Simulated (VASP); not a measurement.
Set up this calculation in VASP 6.6.1, as the native input.

```
Task                   : single point
Functional             : PBE
Potentials or basis    : VASP PAW PBE potentials, release 64 (Zn, O)
Cutoff                 : 520 eV
k mesh                 : 12 × 12 × 4
Occupations            : gaussian, width 0.02 eV
Spin                   : no spin polarisation
Dipole correction      : no
Further INCAR settings : ALGO = Normal; EDIFF = 1e-06; NBANDS = 26
```

The structure of ZnO lies in POSCAR:

```
ZnO
1.0
    3.2768685498     -0.0000000029      0.0000000000
   -1.6384342724      2.8378514105      0.0000000000
    0.0000000000      0.0000000000      7.4273161148
Zn O
2 2
Direct
    0.0000000000      0.0000000000      0.7500000000
    0.0000000000      0.0000000000      0.2500000000
    0.3333333333      0.6666666667      0.2500000000
    0.6666666667      0.3333333333      0.7500000000
```

The input as run:

INCAR

```
SYSTEM = ZnO
PREC = Accurate
ENCUT = 520
EDIFF = 1E-6
ISMEAR = 0
SIGMA = 0.02
LREAL = .False.
LASPH = .True.
NELM = 60
ALGO = Normal
ISIF = 2
LWAVE = .False.
LCHARG = .False.
GGA = PE
NBANDS = 26
```

KPOINTS

```
Automatic mesh
0
Gamma
  12 12 4
  0 0 0
```

Potentials or basis: VASP PAW PBE potentials, release 64 (Zn, O).

Run with:

```console
$ cat potpaw_PBE.64/Zn/POTCAR potpaw_PBE.64/O/POTCAR > POTCAR
$ mpirun -np 1 vasp_std > vasp.out
```

Results of the run:

```yaml
Pressure: 0.9 GPa
Band_gap_on_the_k_mesh: 0.88 eV
```

Run time: 35 s on 1 thread of AMD EPYC 9R45 96-Core Processor (Zen 5), on a shared host, peak memory 0.2 GiB.
